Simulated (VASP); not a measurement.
# PtS2 in VASP: relaxation of the atoms with PBE+D3(BJ)

Aim: the relaxation of the atoms of PtS2 with PBE+D3(BJ).

Everything below comes from runs of VASP 6.6.1. Logs are shortened: lines on timing, memory, paths and dates and some standing lists are left out, and cuts for length are marked.

## 1. The cell of the first run

The cell holds a slab with vacuum, 6 atoms: a = 3.541 Å, b = 3.541 Å, c = 22.467 Å, α = 90.00°, β = 90.00°, γ = 120.00°.

## 2. Relaxation of the atoms, PBE+D3(BJ)

Input file INCAR:

```
SYSTEM = PtS2
ALGO = Normal ; DIPOL = 0.5 0.5 0.390
EDIFF = 1E-6 ; EDIFFG = -0.003
ENCUT = 520 ; GGA = PE
IBRION = 2 ; IDIPOL = 3
ISIF = 2 ; ISMEAR = 0
IVDW = 12 ; LASPH = .TRUE.
LCHARG = .FALSE. ; LDIPOL = .TRUE.
LREAL = .FALSE. ; LWAVE = .FALSE.
NELM = 80 ; NSW = 40
PREC = Accurate ; SIGMA = 0.05
```

Input file KPOINTS:

```
k-points
0
G
  9 9 1
  0 0 0
```

Input file POSCAR:

```
PtS2
1.0
    3.5414384854      0.0000000000      0.0000000000
   -1.7707192427      3.0669756943      0.0000000000
    0.0000000000      0.0000000000     22.4671585948
S Pt
4 2
Selective dynamics
Direct
    0.6666666667      0.3333333333      0.2002923503  F F F
    0.3333333333      0.6666666667      0.3108350025  F F T
    0.3333333333      0.6666666667      0.4684428275  F F T
    0.0000000000      1.0000000000      0.5789854796  F F T
    0.0000000000      0.0000000000      0.2555636764  F F T
   -0.3333333333      0.3333333333      0.5237141535  F F T
```

Potentials or basis: VASP PAW PBE potentials, release 64 (S, Pt).

Started as:

```console
cat potpaw_PBE.64/S/POTCAR potpaw_PBE.64/Pt/POTCAR > POTCAR
mpirun -np 1 vasp_std > vasp.out
```

OUTCAR:

```text
SYSTEM = PtS2
   EDIFF = 1E-6
   EDIFFG = -0.003
   ENCUT = 520
   GGA = PE
   IBRION = 2
   ISIF = 2
   ISMEAR = 0
   IVDW = 12
   LASPH = .TRUE.
   LREAL = .FALSE.
   NELM = 80
   NSW = 40
   PREC = Accurate
 IVDW          = 12

 ion  position               nearest neighbor table
   1  0.667  0.333  0.200-   5 2.39   5 2.39   5 2.39
   2  0.333  0.667  0.311-   5 2.39   5 2.39   5 2.39
   3  0.333  0.667  0.468-   6 2.39   6 2.39   6 2.39
   4  0.000  0.000  0.579-   6 2.39   6 2.39   6 2.39
   5  0.000  0.000  0.256-   1 2.39   2 2.39   1 2.39   2 2.39   1 2.39   2 2.39
   6  0.667  0.333  0.524-   3 2.39   3 2.39   3 2.39   4 2.39   4 2.39   4 2.39

  LATTYP: Found a hexagonal cell.
 ALAT       =     3.5414384854
 C/A-ratio  =     6.3440770431

  Lattice vectors:

 A1 = (   3.5414384854,   0.0000000000,   0.0000000000)
 A2 = (  -1.7707192427,   3.0669756943,   0.0000000000)
 A3 = (   0.0000000000,   0.0000000000,  22.4671585948)

Analysis of symmetry for initial positions (statically):
=====================================================================
 Subroutine PRICEL returns:
 Original cell was already a primitive cell.

 Routine SETGRP: Setting up the symmetry group for a
 hexagonal supercell.

 Subroutine GETGRP returns: Found 12 space group operations
 (whereof  6 operations were pure point group operations)
 out of a pool of 24 trial point group operations.

The static configuration has the point symmetry C_3v.
 The point group associated with its full space group is D_3d.

Analysis of symmetry for dynamics (positions and initial velocities):
=====================================================================
 Subroutine PRICEL returns:
 Original cell was already a primitive cell.

 Routine SETGRP: Setting up the symmetry group for a
 hexagonal supercell.

 Subroutine GETGRP returns: Found 12 space group operations
 (whereof  6 operations were pure point group operations)
 out of a pool of 24 trial point group operations.

The dynamic configuration has the point symmetry C_3v.
 The point group associated with its full space group is D_3d.

Analysis of constrained symmetry for selective dynamics:
=====================================================================
 Subroutine PRICEL returns:
 Original cell was already a primitive cell.

 Routine SETGRP: Setting up the symmetry group for a
 hexagonal supercell.

 Subroutine GETGRP returns: Found  6 space group operations
 (whereof  6 operations were pure point group operations)
 out of a pool of 24 trial point group operations.

The constrained configuration has the point symmetry C_3v.

 Subroutine INISYM returns: Found  6 space group operations
 (whereof  6 operations are pure point group operations),
 and found     1 'primitive' translations

----------------------------------------------------------------------------------------

                                     Primitive cell

  volume of cell :     244.0272

  direct lattice vectors                    reciprocal lattice vectors
     3.541438485  0.000000000  0.000000000     0.282371134  0.163027050  0.000000000
    -1.770719243  3.066975694  0.000000000     0.000000000  0.326054100  0.000000000
     0.000000000  0.000000000 22.467158595     0.000000000  0.000000000  0.044509411

  length of vectors
     3.541438485  3.541438485 22.467158595     0.326054100  0.326054100  0.044509411

  position of ions in fractional coordinates (direct lattice)
     0.666666667  0.333333333  0.200292350
     0.333333333  0.666666667  0.310835002
     0.333333333  0.666666667  0.468442827
     0.000000000  0.000000000  0.578985480
     0.000000000  0.000000000  0.255563676
     0.666666667  0.333333333  0.523714154

  ion indices of the primitive-cell ions
   primitive index   ion index
                 1           1
                 2           2
                 3           3
                 4           4
                 5           5
                 6           6

----------------------------------------------------------------------------------------

 KPOINTS: k-points

Automatic generation of k-mesh.
 Grid dimensions read from file:
 generate k-points for:    9    9    1

 Generating k-lattice:

  Cartesian coordinates                     Fractional coordinates (reciprocal lattice)
     0.031374570  0.018114117  0.000000000     0.111111111 -0.000000000  0.000000000
     0.000000000  0.036228233  0.000000000     0.000000000  0.111111111  0.000000000
     0.000000000  0.000000000  0.044509411     0.000000000  0.000000000  1.000000000

  Length of vectors
     0.036228233  0.036228233  0.044509411

  Shift w.r.t. Gamma in fractional coordinates (k-lattice)
     0.000000000  0.000000000  0.000000000

 Subroutine IBZKPT returns following result:
 ===========================================

 Found     12 irreducible k-points:

 Following reciprocal coordinates:
            Coordinates               Weight
  0.000000  0.000000  0.000000      1.000000
  0.111111  0.000000  0.000000      6.000000
  0.222222  0.000000  0.000000      6.000000
  0.333333  0.000000  0.000000      6.000000
  0.444444  0.000000  0.000000      6.000000
  0.111111  0.111111  0.000000      6.000000
  0.222222  0.111111  0.000000     12.000000
  0.333333  0.111111  0.000000     12.000000
  0.444444  0.111111  0.000000      6.000000
  0.222222  0.222222  0.000000      6.000000
  0.333333  0.222222  0.000000     12.000000
  0.333333  0.333333  0.000000      2.000000
   k-points           NKPTS =     12   k-points in BZ     NKDIM =     12   number of bands    NBANDS=     26
   number of dos      NEDOS =    301   number of ions     NIONS =      6
   total plane-waves  NPLWV = 131712
   dimension x,y,z NGX =    28 NGY =   28 NGZ =  168
   dimension x,y,z NGXF=    56 NGYF=   56 NGZF=  336
   ions per type =               4   2
   NGX,Y,Z   is equivalent  to a cutoff of  13.14, 13.14, 12.43 a.u.
   NGXF,Y,Z  is equivalent  to a cutoff of  26.29, 26.29, 24.86 a.u.
 SYSTEM =  PtS2
   PREC   = accura    normal or accurate (medium, high low for compatibility)
   ISTART =      0    job   : 0-new  1-cont  2-samecut
   ICHARG =      2    charge: 1-file 2-atom 10-const
   ISPIN  =      1    spin polarized calculation?
   LNONCOLLINEAR =      F non collinear calculations
   LSORBIT =      F    spin-orbit coupling
   LASPH  =      T    aspherical Exc in radial PAW
   ENCUT  =  520.0 eV  38.22 Ry    6.18 a.u.   6.58  6.58 41.77*2*pi/ulx,y,z
   NELM   =     80;   NELMIN=  2; NELMDL= -5     # of ELM steps
   EDIFF  = 0.1E-05   stopping-criterion for ELM
   LREAL  =      F    real-space projection
   EDIFFG = -.3E-02   stopping-criterion for IOM
   NSW    =     40    number of steps for IOM
   IBRION =      2    ionic relax: 0-MD 1-quasi-New 2-CG
   NFREE  =      1    steps in history (QN), initial steepest desc. (CG)
   ISIF   =      2    stress and relaxation
   ISYM   =      2    0-nonsym 1-usesym 2-fastsym
   POTIM  = 0.5000    time-step for ionic-motion
   TEBEG  =    0.0;   TEEND  =   0.0 temperature during run
   PSTRESS=    0.0 pullay stress
   NELECT =      44.0000    total number of electrons
   NUPDOWN=      -1.0000    fix difference up-down
   EMIN   =  10.00;   EMAX   =-10.00  energy-range for DOS
   EFERMI =   0.00;   METHOD = LEGACY
   ISMEAR =     0;   SIGMA  =   0.05  broadening in eV -4-tet -1-fermi 0-gaus
   EFERMI_NEDOS =   21; number of points for ismear=-14 and -15
   IALGO  =     38    algorithm
   IMIX   =      4    mixing-type and parameters
     AMIX     =   0.40;   BMIX     =  1.00
     AMIX_MAG =   1.60;   BMIX_MAG =  1.00
  volume/ion in A,a.u.               =      40.67       274.46
  Fermi-wavevector in a.u.,A,eV,Ry     =   0.924868  1.747747 11.638158  0.855380
  Thomas-Fermi vector in A             =   2.050660
   LORBIT       =      0    0 simple, 1 ext, 2 COOP (PROOUT), +10 PAW based schemes
   GGA     = PE    functional components
   LHFCALC =     F    Hartree Fock is set to
   AEXX    =    0.0000 exact exchange contribution
   IVDW    =    12    specifies the selected vdW correction
   LEPSILON=     F    determine dielectric tensor
   LRPA    =     F    only Hartree local field effects (RPA)
 conjugate gradient relaxation of ions
 non-spin polarized calculation
 Gauss-broadening in eV      SIGMA  =   0.05
  energy-cutoff  :      520.00
  volume of cell :      244.03
 maximum number of plane-waves:      6671
 NGX is ok and might be reduce to    28
   NGX = 13   NGY = 13   NGZ = 83

--------------------------------------- Ionic step        1  -------------------------------------------

 number of electron      44.0000001 magnetization

 Free energy of the ion-electron system (eV)
  ---------------------------------------------------
  ext. energy  EPLUGINS =         0.00000000
  ---------------------------------------------------
  free energy    TOTEN  =       -30.87283828 eV

  energy without entropy =      -30.87283828  energy(sigma->0) =      -30.87283828

------------------------ aborting loop because EDIFF is reached ----------------------------------------

 Edisp (eV)   -1.87348

 E8    (eV) :    -0.7764

  FORCE on cell =-STRESS in cart. coord.  units (eV):
  Direction    XX          YY          ZZ          XY          YZ          ZX
  --------------------------------------------------------------------------------------
  -------------------------------------------------------------------------------------
  Total      -0.40992    -0.40992    -0.35683     0.00000    -0.00000     0.00000
  in kB      -2.69134    -2.69134    -2.34279     0.00000    -0.00000     0.00000
  external pressure =       -2.58 kB  Pullay stress =        0.00 kB
[... 109 lines left out ...]
  FREE ENERGIE OF THE ION-ELECTRON SYSTEM (eV)
  ---------------------------------------------------
  free  energy   TOTEN  =       -32.7466419329 eV

  energy  without entropy=      -32.7466419329  energy(sigma->0) =      -32.74664193

[... ionic steps 4 to 22 ...]

--------------------------------------- Ionic step       23  -------------------------------------------

 number of electron      44.0000001 magnetization

------------------------ aborting loop because EDIFF is reached ----------------------------------------

 Edisp (eV)   -1.88189

 E8    (eV) :    -0.7797
[... 73 lines left out ...]
  FREE ENERGIE OF THE ION-ELECTRON SYSTEM (eV)
  ---------------------------------------------------
  free  energy   TOTEN  =       -32.7472826585 eV

  energy  without entropy=      -32.7472826585  energy(sigma->0) =      -32.74728266

 dipolmoment           0.000000      0.000000      0.000024 electrons x Angstroem

--------------------------------------- Ionic step       25  -------------------------------------------

 number of electron      44.0000001 magnetization

 dipolmoment           0.000000      0.000000     -0.000016 electrons x Angstroem

 Free energy of the ion-electron system (eV)
  ---------------------------------------------------
  ext. energy  EPLUGINS =         0.00000000
  ---------------------------------------------------
  free energy    TOTEN  =       -30.86526784 eV

  energy without entropy =      -30.86526784  energy(sigma->0) =      -30.86526784

 E-fermi :  -0.2464     XC(G=0):  -5.4302

 val. band max:       -0.5222755943   @ k =   0.1111   0.1111   0.0000
 cond. band min:       0.8533225112   @ k =   0.2222   0.0000   0.0000
 fundamental gap:      1.3755981056
 Fermi energy:        -0.2464444801

 k-point     1 :       0.0000    0.0000    0.0000
  band No.  band energies     occupation
      1     -14.9276      2.00000
      2     -14.8843      2.00000
      3     -12.7352      2.00000
      4     -12.6314      2.00000
      5      -6.4117      2.00000
      6      -6.4117      2.00000
[... 337 lines left out ...]
     25       1.3304      0.00000
     26       1.4705      0.00000

------------------------ aborting loop because EDIFF is reached ----------------------------------------

 vacuum level on the upper side and lower side of the slab       (xc-potential included)        -0.061        -0.072

 Edisp (eV)   -1.88202

 E8    (eV) :    -0.7797

  FORCE on cell =-STRESS in cart. coord.  units (eV):
  Direction    XX          YY          ZZ          XY          YZ          ZX
  --------------------------------------------------------------------------------------
  -------------------------------------------------------------------------------------
  Total      -0.21478    -0.21478    -0.07684    -0.00000     0.00000    -0.00000
  in kB      -1.41013    -1.41013    -0.50451    -0.00000     0.00000    -0.00000
  external pressure =       -1.11 kB  Pullay stress =        0.00 kB
[... 21 lines left out ...]
  FREE ENERGIE OF THE ION-ELECTRON SYSTEM (eV)
  ---------------------------------------------------
  free  energy   TOTEN  =       -32.7472861192 eV

  energy  without entropy=      -32.7472861192  energy(sigma->0) =      -32.74728612

 reached required accuracy - stopping structural energy minimisation

 vacuum level on the upper side and lower side of the slab         5.424         5.414
```

Wall time 13 min (1 thread of Intel Xeon Platinum 8259CL at 2.50GHz (Skylake/Cascade Lake), shared host); peak memory 0.41 GiB.

Results:

| Item | Value |
| --- | --- |
| Free energy | -32.7473 eV |
| Energy gained by relaxing | 0.2 meV/atom |
| Ionic steps | 25 |
| Band gap on the k mesh | 1.38 eV (least direct gap 1.48 eV) |
| Dispersion energy per atom | -0.314 eV |

The path:
```tsv
step	energy change (eV)	largest force on free atoms (eV/Å)	pressure (GPa)
1	0.0000	0.0598	-0.26
2	-0.0003	0.0290	-0.22
3	-0.0003	0.0313	-0.21
4	-0.0004	0.0125	-0.18
5	-0.0004	0.0138	-0.17
6	-0.0004	0.0128	-0.17
7	-0.0004	0.0180	-0.15
8	-0.0004	0.0100	-0.15
9	-0.0005	0.0136	-0.15
10	-0.0005	0.0112	-0.15
11	-0.0005	0.0147	-0.16
12	-0.0006	0.0310	-0.17
13	-0.0005	0.0627	-0.19
14	-0.0006	0.0444	-0.18
15	-0.0006	0.0444	-0.18
16	-0.0006	0.0433	-0.18
17	-0.0006	0.0407	-0.18
18	-0.0007	0.0358	-0.17
19	-0.0008	0.0263	-0.16
20	-0.0009	0.0309	-0.14
21	-0.0010	0.0075	-0.12
22	-0.0010	0.0087	-0.12
23	-0.0010	0.0076	-0.12
24	-0.0010	0.0076	-0.12
25	-0.0010	0.0015	-0.11
```

Final structure:
```
CELL_PARAMETERS angstrom
3.54144 0.00000 0.00000
-1.77072 3.06698 0.00000
0.00000 0.00000 22.46716
ATOMIC_POSITIONS crystal
S 0.66667 0.33333 0.20029
S 0.33333 0.66667 0.31043
S 0.33333 0.66667 0.46623
S 0.00000 0.00000 0.57636
Pt 0.00000 0.00000 0.25544
Pt 0.66667 0.33333 0.52121
```

Levels at points of the mesh, in eV from the valence-band top:
| k point | band 19 | band 20 | band 21 | band 22 | band 23 | band 24 | band 25 | band 26 |
| --- | --- | --- | --- | --- | --- | --- | --- | --- |
| (0.00, 0.00, 0.00) | -0.59 | -0.54 | -0.54 | -0.50 | 2.89 | 2.89 | 2.97 | 2.97 |

Caveat: spin-orbit coupling is left out, which moves the levels of the heavy elements.
